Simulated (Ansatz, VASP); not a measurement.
# Zn in VASP and in Ansatz

INCAR

```
SYSTEM = Zn
  PREC = Accurate
  ENCUT = 520
  EDIFF = 1E-7
  ISMEAR = 0
  SIGMA = 0.15
  LREAL = .FALSE.
  LASPH = .TRUE.
  NELM = 80
  ALGO = Fast
  ISIF = 2
  LWAVE = .FALSE.
  LCHARG = .FALSE.
  GGA = CA
  NBANDS = 12
```

Contents of KPOINTS:

```
regular mesh
0
G
  22 22 22
  0 0 0
```

POSCAR

```
Zn
1.0
   -1.0747042982      1.4912430910      1.4912430910
    1.4912430910     -1.0747042982      1.4912430910
    1.4912430910      1.4912430910     -1.0747042982
Zn
1
Direct
    0.0000000000      0.0000000000      0.0000000000
```

Input for Ansatz:

```yaml
crystal:
  lattice:
    - [-1.0747042982, 1.491243091, 1.491243091]
    - [1.491243091, -1.0747042982, 1.491243091]
    - [1.491243091, 1.491243091, -1.0747042982]
  atoms:
    - { symbol: Zn, position: [0.0, 0.0, 0.0] }
basis:
  ecutwfc: 520.0
kpoints:
  mp_grid: { grid: [22, 22, 22] }
hamiltonian:
  xc: lda
  pseudopotentials: { kind: paw }
scf:
  occupations: { method: gaussian, width: 0.15 }
output:
  forces: true
  stress: true
  eigenvalues: true
```

Alike in both runs: task single point; functional LDA; k mesh 22 × 22 × 22; occupations gaussian, width 0.15 eV; no spin polarisation.

```csv
,VASP,Ansatz
version,VASP 6.6.1,Ansatz 0.2.0
potentials or method,"VASP PAW LDA potentials, release 64 (Zn), cutoff 520 eV","scalar-relativistic, plane waves, PAW"
valence electrons in the cell,12,12
```

|  | VASP | Ansatz | Ansatz less VASP |
| --- | --- | --- | --- |
| gap on the k mesh at the Fermi level (eV) | none | none | - |
| pressure (GPa) | 25.8 | 24.4 | -1.41 |
| traceless stress, the component that is largest in VASP (GPa) | -6.91 | -6.74 | +0.169 |

LDA's correlation is that of Perdew and Zunger in VASP and of Perdew and Wang (1992) in Ansatz. A gap of «none» marks a metal or a gap that the smearing closes.
